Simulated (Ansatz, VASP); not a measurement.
BN in VASP and in Ansatz

Contents of INCAR:

```
SYSTEM = BN
  ALGO = Normal
  EDIFF = 1E-6
  ENCUT = 520
  GGA = PE
  ISIF = 2
  ISMEAR = 0
  LASPH = .TRUE.
  LCHARG = .FALSE.
  LREAL = .FALSE.
  LWAVE = .FALSE.
  NBANDS = 11
  NELM = 60
  PREC = Accurate
  SIGMA = 0.05
```

Contents of KPOINTS:

```
k-points
0
G
  12 12 12
  0 0 0
```

Contents of POSCAR:

```
BN
1.0
    0.0000000000      1.8401960150      1.8673910300
    1.8401960150      0.0000000000      1.8673910300
    1.8401960150      1.8401960150      0.0000000000
B N
1 1
Direct
    0.0000000000      0.0000000000      0.0000000000
    0.7500000000      0.7500000000      0.7500000000
```

Input for Ansatz:

```yaml
crystal:
  lattice:
    - [0.0, 1.840196015, 1.86739103]
    - [1.840196015, 0.0, 1.86739103]
    - [1.840196015, 1.840196015, 0.0]
  atoms:
    - { symbol: B, position: [0.0, 0.0, 0.0] }
    - { symbol: "N", position: [0.75, 0.75, 0.75] }
basis:
  ecutwfc: 420
kpoints:
  mp_grid: { grid: [12, 12, 12] }
hamiltonian:
  xc: pbe
scf:
  occupations: { method: gaussian, width: 0.05 }
output:
  forces: true
  stress: true
  eigenvalues: true
```

Change from the starting cell: strain +0.015 along x and y, +0.030 along z, atoms carried along.

Alike in both runs: task single point; functional PBE; k mesh 12 × 12 × 12; occupations gaussian, width 0.05 eV; no spin polarisation.

|  | VASP | Ansatz |
| --- | --- | --- |
| version | VASP 6.6.1 | Ansatz 0.2.0 |
| potentials or method | VASP PAW PBE potentials, release 64 (B, N), cutoff 520 eV | scalar-relativistic, plane waves, PAW |
| valence electrons in the cell | 8 | 8 |

VASP gave:

- gap on the k mesh at the Fermi level (eV): 4.26
- least direct gap on the mesh (eV): 8.41
- pressure (GPa): -20.0
- traceless stress, the component that is largest in VASP (GPa): -5.75

Estimate Ansatz's values.

gap on the k mesh at the Fermi level (eV): 4.27; least direct gap on the mesh (eV): 8.42; pressure (GPa): -20.1; traceless stress, the component that is largest in VASP (GPa): -5.74.
